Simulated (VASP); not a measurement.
Set up this calculation in VASP 6.6.1, as the native input.

- Task: single point
- Functional: PBE
- Potentials or basis: VASP PAW PBE potentials, release 64 (Na_pv, F)
- Cutoff: 520 eV
- k mesh: 8 × 8 × 8
- Occupations: gaussian, width 0.01 eV
- Spin: no spin polarisation
- Dipole correction: no
- Further INCAR settings: ALGO = Normal; EDIFF = 1e-06; NBANDS = 14

The structure of NaF lies in POSCAR:

```
NaF
1.0
    2.8063225776      0.0000000000      0.0000000000
    0.0000000000      2.8063225776      0.0000000000
    0.0000000000      0.0000000000      2.8063225776
Na F
1 1
Direct
    0.0000000000      0.0000000000      0.0000000000
    0.5000000000      0.5000000000      0.5000000000
```

This cell differs from its parent crystal: volume changed by -6%.

The input as run:

INCAR

```
SYSTEM = NaF
ALGO = Normal
EDIFF = 1E-6
ENCUT = 520
GGA = PE
ISIF = 2
ISMEAR = 0
LASPH = .TRUE.
LCHARG = .TRUE.
LELF = .TRUE.
LREAL = .FALSE.
LVHAR = .TRUE.
LWAVE = .FALSE.
NBANDS = 14
NELM = 60
PREC = Accurate
SIGMA = 0.01
```

KPOINTS

```
k-points
0
G
  8 8 8
  0 0 0
```

Potentials or basis: VASP PAW PBE potentials, release 64 (Na_pv, F).

Command:

```sh
$ cat potpaw_PBE.64/Na_pv/POTCAR potpaw_PBE.64/F/POTCAR > POTCAR
$ mpirun -np 1 vasp_std > vasp.out
```

Results of the run:

```
Pressure               : 3.3 GPa
Band gap on the k mesh : 6.02 eV, indirect (least direct gap 6.35 eV)
```

It took 4.8 s on 1 thread of Intel(R) Xeon(R) Platinum 8488C (Sapphire Rapids), with other jobs on the host, peak memory 0.13 GiB.
